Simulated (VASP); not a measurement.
# ZnS (F-43m) in VASP: settings compared

ZnS is run at these levels: PBEsol, PBE-based screened hybrid with 5 % exact exchange, PBE-based screened hybrid with 10 % exact exchange; tasks: single point.

Program: VASP 6.6.1. These are calculated values, not measurements. Logs are shortened: lines on timing, memory, paths and dates and some standing lists are left out, and cuts for length are marked.

## 1. The cell of the first run

Symmetry: F-43m, No. 216, cubic system. The conventional cell has a = 5.404 Å, b = 5.404 Å, c = 5.404 Å, α = 90.00°, β = 90.00°, γ = 90.00°. Zn (site symmetry -43m) has 4 S at 2.34 Å within 3.1 Å. Within 3.1 Å of S (site symmetry -43m) lie 4 Zn at 2.34 Å.

## 2. Single point, PBEsol

INCAR

```
PREC     = Accurate       # precision mode
ENCUT    = 520            # plane-wave cutoff, eV
EDIFF    = 1E-6           # SCF threshold, eV
ISMEAR   = -1             # smearing method
SIGMA    = 0.05           # smearing width, eV
LREAL    = False          # projectors in reciprocal space
LASPH    = True           # aspherical terms in the spheres
NELM     = 60             # most SCF steps
ALGO     = Normal         # electronic algorithm
ISIF     = 2              # what is computed and relaxed
LWAVE    = False          # write WAVECAR
LCHARG   = True           # write CHGCAR
GGA      = PS             # functional
LELF     = True           # ELF
LVHAR    = True         
NBANDS   = 16             # bands
```

KPOINTS

```
regular mesh
0
Gamma
  6 6 6
```

POSCAR

```
ZnS
1.0
    0.0000000000      2.7020000000      2.7020000000
    2.7020000000      0.0000000000      2.7020000000
    2.7020000000      2.7020000000      0.0000000000
Zn S
1 1
Direct
    0.7500000000      0.7500000000      0.7500000000
    0.0000000000      0.0000000000      0.0000000000
```

Potentials or basis: VASP PAW PBE potentials, release 64 (Zn, S).

Started as:

```
cat potpaw_PBE.64/Zn/POTCAR potpaw_PBE.64/S/POTCAR > POTCAR
mpirun -np 1 vasp_std > vasp.out
```

OUTCAR:

```text
PREC = Accurate
   ENCUT = 520
   EDIFF = 1E-6
   ISMEAR = -1
   LREAL = False
   LASPH = True
   NELM = 60
   ISIF = 2
   GGA = PS

 ion  position               nearest neighbor table
   1  0.750  0.750  0.750-   2 2.34   2 2.34   2 2.34   2 2.34
   2  0.000  0.000  0.000-   1 2.34   1 2.34   1 2.34   1 2.34

  LATTYP: Found a face centered cubic cell.
 ALAT       =     5.4040000000

  Lattice vectors:

 A1 = (   0.0000000000,   2.7020000000,   2.7020000000)
 A2 = (   2.7020000000,   0.0000000000,   2.7020000000)
 A3 = (   2.7020000000,   2.7020000000,   0.0000000000)

Analysis of symmetry for initial positions (statically):
=====================================================================
 Subroutine PRICEL returns:
 Original cell was already a primitive cell.

 Routine SETGRP: Setting up the symmetry group for a
 face centered cubic supercell.

 Subroutine GETGRP returns: Found 24 space group operations
 (whereof 24 operations were pure point group operations)
 out of a pool of 48 trial point group operations.

The static configuration has the point symmetry T_d .

Analysis of symmetry for dynamics (positions and initial velocities):
=====================================================================
 Subroutine PRICEL returns:
 Original cell was already a primitive cell.

 Routine SETGRP: Setting up the symmetry group for a
 face centered cubic supercell.

 Subroutine GETGRP returns: Found 24 space group operations
 (whereof 24 operations were pure point group operations)
 out of a pool of 48 trial point group operations.

The dynamic configuration has the point symmetry T_d .

 Subroutine INISYM returns: Found 24 space group operations
 (whereof 24 operations are pure point group operations),
 and found     1 'primitive' translations

----------------------------------------------------------------------------------------

                                     Primitive cell

  volume of cell :      39.4535

  direct lattice vectors                    reciprocal lattice vectors
     0.000000000  2.702000000  2.702000000    -0.185048113  0.185048113  0.185048113
     2.702000000  0.000000000  2.702000000     0.185048113 -0.185048113  0.185048113
     2.702000000  2.702000000  0.000000000     0.185048113  0.185048113 -0.185048113

  length of vectors
     3.821205046  3.821205046  3.821205046     0.320512733  0.320512733  0.320512733

  position of ions in fractional coordinates (direct lattice)
     0.750000000  0.750000000  0.750000000
     0.000000000  0.000000000  0.000000000

  ion indices of the primitive-cell ions
   primitive index   ion index
                 1           1
                 2           2

----------------------------------------------------------------------------------------

 KPOINTS: regular mesh

Automatic generation of k-mesh.
 Grid dimensions read from file:
 generate k-points for:    6    6    6

 Generating k-lattice:

  Cartesian coordinates                     Fractional coordinates (reciprocal lattice)
    -0.030841352  0.030841352  0.030841352     0.166666667  0.000000000  0.000000000
     0.030841352 -0.030841352  0.030841352     0.000000000  0.166666667  0.000000000
     0.030841352  0.030841352 -0.030841352     0.000000000  0.000000000  0.166666667

  Length of vectors
     0.053418789  0.053418789  0.053418789

  Shift w.r.t. Gamma in fractional coordinates (k-lattice)
     0.000000000  0.000000000  0.000000000

 Subroutine IBZKPT returns following result:
 ===========================================

 Found     16 irreducible k-points:

 Following reciprocal coordinates:
            Coordinates               Weight
  0.000000  0.000000  0.000000      1.000000
  0.166667  0.000000  0.000000      8.000000
  0.333333  0.000000  0.000000      8.000000
  0.500000  0.000000  0.000000      4.000000
  0.166667  0.166667  0.000000      6.000000
  0.333333  0.166667  0.000000     24.000000
[... 8 lines left out ...]
 -0.333333  0.333333  0.166667     24.000000
 -0.333333  0.500000  0.166667     12.000000
   k-points           NKPTS =     16   k-points in BZ     NKDIM =     16   number of bands    NBANDS=     16
   number of dos      NEDOS =    301   number of ions     NIONS =      2
   total plane-waves  NPLWV =  21952
   dimension x,y,z NGX =    28 NGY =   28 NGZ =   28
   dimension x,y,z NGXF=    56 NGYF=   56 NGZF=   56
   ions per type =               1   1
   NGX,Y,Z   is equivalent  to a cutoff of  12.18, 12.18, 12.18 a.u.
   NGXF,Y,Z  is equivalent  to a cutoff of  24.36, 24.36, 24.36 a.u.
 SYSTEM =  unknown system
   PREC   = accura    normal or accurate (medium, high low for compatibility)
   ISTART =      0    job   : 0-new  1-cont  2-samecut
   ICHARG =      2    charge: 1-file 2-atom 10-const
   ISPIN  =      1    spin polarized calculation?
   LNONCOLLINEAR =      F non collinear calculations
   LSORBIT =      F    spin-orbit coupling
   LASPH  =      T    aspherical Exc in radial PAW
   ENCUT  =  520.0 eV  38.22 Ry    6.18 a.u.   7.10  7.10  7.10*2*pi/ulx,y,z
   NELM   =     60;   NELMIN=  2; NELMDL= -5     # of ELM steps
   EDIFF  = 0.1E-05   stopping-criterion for ELM
   LREAL  =      F    real-space projection
   EDIFFG = 0.1E-04   stopping-criterion for IOM
   NSW    =      0    number of steps for IOM
   IBRION =     -1    ionic relax: 0-MD 1-quasi-New 2-CG
   NFREE  =      0    steps in history (QN), initial steepest desc. (CG)
   ISIF   =      2    stress and relaxation
   ISYM   =      2    0-nonsym 1-usesym 2-fastsym
   POTIM  = 0.5000    time-step for ionic-motion
   TEBEG  =    0.0;   TEEND  =   0.0 temperature during run
   PSTRESS=    0.0 pullay stress
   NELECT =      18.0000    total number of electrons
   NUPDOWN=      -1.0000    fix difference up-down
   EMIN   =  10.00;   EMAX   =-10.00  energy-range for DOS
   EFERMI =   0.00;   METHOD = LEGACY
   ISMEAR =    -1;   SIGMA  =   0.05  broadening in eV -4-tet -1-fermi 0-gaus
   EFERMI_NEDOS =   21; number of points for ismear=-14 and -15
   IALGO  =     38    algorithm
   IMIX   =      4    mixing-type and parameters
     AMIX     =   0.40;   BMIX     =  1.00
     AMIX_MAG =   1.60;   BMIX_MAG =  1.00
  volume/ion in A,a.u.               =      19.73       133.12
  Fermi-wavevector in a.u.,A,eV,Ry     =   1.260290  2.381602 21.610537  1.588330
  Thomas-Fermi vector in A             =   2.393807
   LORBIT       =      0    0 simple, 1 ext, 2 COOP (PROOUT), +10 PAW based schemes
   GGA     = PS    functional components
   LHFCALC =     F    Hartree Fock is set to
   AEXX    =    0.0000 exact exchange contribution
   IVDW    =     0    specifies the selected vdW correction
   LEPSILON=     F    determine dielectric tensor
   LRPA    =     F    only Hartree local field effects (RPA)
 non-spin polarized calculation
  energy-cutoff  :      520.00
  volume of cell :       39.45
 maximum number of plane-waves:      1073
   NGX = 15   NGY = 15   NGZ = 15

 number of electron      18.0000000 magnetization

 Free energy of the ion-electron system (eV)
  ---------------------------------------------------
  ext. energy  EPLUGINS =         0.00000000
  ---------------------------------------------------
  free energy    TOTEN  =        -7.58030553 eV

  energy without entropy =       -7.58030553  energy(sigma->0) =       -7.58030553

 E-fermi :   3.0120     XC(G=0):  -9.8489

 val. band max:        2.0157979002   @ k =   0.0000   0.0000   0.0000
 cond. band min:       3.9923521227   @ k =   0.0000   0.0000   0.0000
 fundamental gap:      1.9765542226
 Fermi energy:         3.0120032155

 k-point     1 :       0.0000    0.0000    0.0000
  band No.  band energies     occupation
      1     -11.1390      2.00000
      2      -4.3576      2.00000
      3      -4.3576      2.00000
      4      -4.3576      2.00000
      5      -3.8586      2.00000
      6      -3.8586      2.00000
[... 8 lines left out ...]
     15      13.7496      0.00000
     16      13.7496      0.00000

 k-point     2 :       0.1667    0.0000    0.0000
  band No.  band energies     occupation
      1     -10.9332      2.00000
      2      -4.3533      2.00000
      3      -4.3222      2.00000
      4      -4.3222      2.00000
      5      -3.8606      2.00000
      6      -3.8606      2.00000
[... 8 lines left out ...]
     15      12.9197      0.00000
     16      14.4909      0.00000

 k-point     3 :       0.3333    0.0000    0.0000
  band No.  band energies     occupation
      1     -10.4652      2.00000
      2      -4.2634      2.00000
      3      -4.2634      2.00000
      4      -4.2030      2.00000
      5      -3.8469      2.00000
      6      -3.8469      2.00000
[... 8 lines left out ...]
     15      13.5323      0.00000
     16      13.6516      0.00000

 k-point     4 :       0.5000    0.0000    0.0000
  band No.  band energies     occupation
      1     -10.1932      2.00000
      2      -4.2427      2.00000
      3      -4.2427      2.00000
      4      -3.8282      2.00000
      5      -3.8282      2.00000
      6      -3.6570      2.00000
[... 8 lines left out ...]
     15      15.4017      0.00000
     16      15.4017      0.00000
[... 172 lines left out ...]
 k-point    14 :       0.5000    0.3333    0.1667
  band No.  band energies     occupation
      1     -10.1402      2.00000
      2      -4.2710      2.00000
      3      -4.1796      2.00000
      4      -4.0634      2.00000
      5      -3.8362      2.00000
      6      -3.7842      2.00000
[... 8 lines left out ...]
     15      15.8915      0.00000
     16      16.5388      0.00000

 k-point    15 :      -0.3333    0.3333    0.1667
  band No.  band energies     occupation
      1      -9.9552      2.00000
      2      -4.2279      2.00000
      3      -4.1375      2.00000
      4      -3.9132      2.00000
      5      -3.8694      2.00000
      6      -3.5433      2.00000
[... 8 lines left out ...]
     15      15.6477      0.00000
     16      16.4055      0.00000

 k-point    16 :      -0.3333    0.5000    0.1667
  band No.  band energies     occupation
      1      -9.8706      2.00000
      2      -4.2732      2.00000
      3      -4.0635      2.00000
      4      -3.9763      2.00000
      5      -3.8359      2.00000
      6      -3.5011      2.00000
[... 8 lines left out ...]
     15      15.9177      0.00000
     16      16.7473      0.00000

------------------------ aborting loop because EDIFF is reached ----------------------------------------

  FORCE on cell =-STRESS in cart. coord.  units (eV):
  Direction    XX          YY          ZZ          XY          YZ          ZX
  --------------------------------------------------------------------------------------
  -------------------------------------------------------------------------------------
  Total       -0.4356671     -0.4356671     -0.4356671     -0.0000000      0.0000000      0.0000000
  in kB      -17.6920971    -17.6920971    -17.6920971     -0.0000000      0.0000000      0.0000000
  external PRESSURE =     -17.6920971 kB  Pullay stress =       0.0000000 kB

 VOLUME and BASIS-vectors are now :
 -----------------------------------------------------------------------------
  energy-cutoff  :      520.00
  volume of cell :       39.45
      direct lattice vectors                 reciprocal lattice vectors
     0.000000000  2.702000000  2.702000000    -0.185048113  0.185048113  0.185048113
     2.702000000  0.000000000  2.702000000     0.185048113 -0.185048113  0.185048113
     2.702000000  2.702000000  0.000000000     0.185048113  0.185048113 -0.185048113

 POSITION                                       TOTAL-FORCE (eV/Angst)
 -----------------------------------------------------------------------------------
      4.05300      4.05300      4.05300        -0.000000      0.000000      0.000000
      0.00000      0.00000      0.00000         0.000000     -0.000000     -0.000000
 -----------------------------------------------------------------------------------
    total drift:                                0.000001      0.000001      0.000001

  FREE ENERGIE OF THE ION-ELECTRON SYSTEM (eV)
  ---------------------------------------------------
  free  energy   TOTEN  =        -7.5803055270 eV

  energy  without entropy=       -7.5803055269  energy(sigma->0) =       -7.58030553
```

Run time: 4.9 s. Hardware: 1 thread of AMD EPYC 9R45 (Zen 5), shared host; peak memory 0.12 GiB.

What came out:

```
Free energy            : -7.5803 eV
Pressure               : -1.8 GPa
Band gap on the k mesh : 1.98 eV
```

Caveat: the PAW data sets were made with another functional, which shifts forces and pressure a little. PBEsol gaps usually lie below the measured ones, often by a third to a half.

## 3. Single point, PBE-based screened hybrid with 5 % exact exchange

POSCAR is that of step 2.

INCAR.step1

```
SYSTEM = ZnS
PREC = Accurate
ENCUT = 520
EDIFF = 1E-5
ISMEAR = -1
SIGMA = 0.05
LREAL = .False.
LASPH = .True.
NELM = 100
ALGO = Normal
ISIF = 2
LWAVE = .True.
LCHARG = .False.
GGA = PE
NBANDS = 16
```

INCAR.step2

```
SYSTEM = ZnS
PREC = Accurate
ENCUT = 520
EDIFF = 1E-6
ISMEAR = -1
SIGMA = 0.05
LREAL = .False.
LASPH = .True.
NELM = 100
ALGO = Normal
ISIF = 2
LWAVE = .False.
LCHARG = .False.
GGA = PE
LHFCALC = .True.
AEXX = 0.05
HFSCREEN = 0.2
PRECFOCK = Normal
ISTART = 1
NBANDS = 16
```

KPOINTS

```
regular mesh
0
Gamma
  5 5 5
  0 0 0
```

Potentials or basis: VASP PAW PBE potentials, release 64 (Zn, S).

Started as:

```
cat potpaw_PBE.64/Zn/POTCAR potpaw_PBE.64/S/POTCAR > POTCAR
cp INCAR.step1 INCAR
mpirun -np 1 vasp_std > vasp.out
cp INCAR.step2 INCAR
mpirun -np 1 vasp_std > vasp.out
```

It took 5.9 min on 1 thread of AMD EPYC 9R45 (Zen 5), shared host; peak memory 0.23 GiB.

Results (log left out):

| Property | Result |
| --- | --- |
| Free energy | -7.1311 eV |
| Pressure | 1.6 GPa |
| Band gap on the k mesh | 2.35 eV |

Levels at points of the mesh, in eV from the valence-band top:
| k point | band 5 | band 6 | band 7 | band 8 | band 9 | band 10 | band 11 | band 12 | band 13 | band 14 |
| --- | --- | --- | --- | --- | --- | --- | --- | --- | --- | --- |
| (0.00, 0.00, 0.00) | -6.16 | -6.16 | 0.00 | 0.00 | 0.00 | 2.35 | 6.65 | 6.65 | 6.65 | 12.05 |

Caveat: the PAW data sets were made with another functional, which shifts forces and pressure a little.

## 4. Single point, PBE-based screened hybrid with 10 % exact exchange

POSCAR is that of step 3.

INCAR.step1

```
SYSTEM = ZnS
  PREC = Accurate
  ENCUT = 520
  EDIFF = 1E-5
  ISMEAR = -1
  SIGMA = 0.05
  LREAL = .FALSE.
  LASPH = .TRUE.
  NELM = 80
  ALGO = Normal
  ISIF = 2
  LWAVE = .TRUE.
  LCHARG = .FALSE.
  GGA = PE
  NBANDS = 16
```

INCAR.step2

```
SYSTEM = ZnS
  PREC = Accurate
  ENCUT = 520
  EDIFF = 1E-6
  ISMEAR = -1
  SIGMA = 0.05
  LREAL = .FALSE.
  LASPH = .TRUE.
  NELM = 80
  ALGO = Normal
  ISIF = 2
  LWAVE = .FALSE.
  LCHARG = .FALSE.
  GGA = PE
  LHFCALC = .TRUE.
  AEXX = 0.1
  HFSCREEN = 0.2
  PRECFOCK = Normal
  ISTART = 1
  NBANDS = 16
```

KPOINTS

```
regular mesh
0
G
  5 5 5
  0 0 0
```

Started as:

```
cat potpaw_PBE.64/Zn/POTCAR potpaw_PBE.64/S/POTCAR > POTCAR
cp INCAR.step1 INCAR
mpirun -np 1 vasp_std > vasp.out
cp INCAR.step2 INCAR
mpirun -np 1 vasp_std > vasp.out
```

Wall time 7.6 min (1 thread of AMD EPYC 9R45 (Zen 5), shared host); peak memory 0.23 GiB.

The run converged. Its results:

- Free energy: -7.4340 eV
- Pressure: 1.4 GPa
- Band gap on the k mesh: 2.60 eV

Levels at points of the mesh, in eV from the valence-band top:
| k point | band 7 | band 8 | band 9 | band 10 | band 11 | band 12 |
| --- | --- | --- | --- | --- | --- | --- |
| (0.00, 0.00, 0.00) | 0.00 | 0.00 | 0.00 | 2.60 | 6.91 | 6.91 |

Caveat: the PAW data sets were made with another functional, which shifts forces and pressure a little.

## 5. Overview

| level | k mesh | grid for exact exchange (PRECFOCK) | share of exact exchange | screening parameter | gap on the mesh (eV) | pressure (GPa) |
| --- | --- | --- | --- | --- | --- | --- |
| PBEsol | 6 × 6 × 6 | - | - | - | 1.98 | -1.8 |
| PBE-based screened hybrid with 5 % exact exchange | 5 × 5 × 5 | Normal | 0.05 | 0.2 1/Å | 2.35 | 1.6 |
| PBE-based screened hybrid with 10 % exact exchange | 5 × 5 × 5 | Normal | 0.1 | 0.2 1/Å | 2.60 | 1.4 |

Alike in all rows: task single point; potentials or basis VASP PAW PBE potentials, release 64 (Zn, S); no spin polarisation; cell as given; cutoff (eV) 520; smearing fermi-dirac 0.05 eV.

On the cell as given the gap runs from 1.98 eV (PBEsol) to 2.60 eV (PBE-based screened hybrid with 10 % exact exchange); the meshes differ, which moves gaps too. The pressure there spans -1.8 GPa (PBEsol) to 1.6 GPa (PBE-based screened hybrid with 5 % exact exchange); a positive pressure means that this level wants a larger cell, a negative one a smaller.

Caveats: the PAW data sets were made with another functional, which shifts forces and pressure a little.

Total energies depend on the potentials used, so only differences within one code and one set of settings carry meaning.
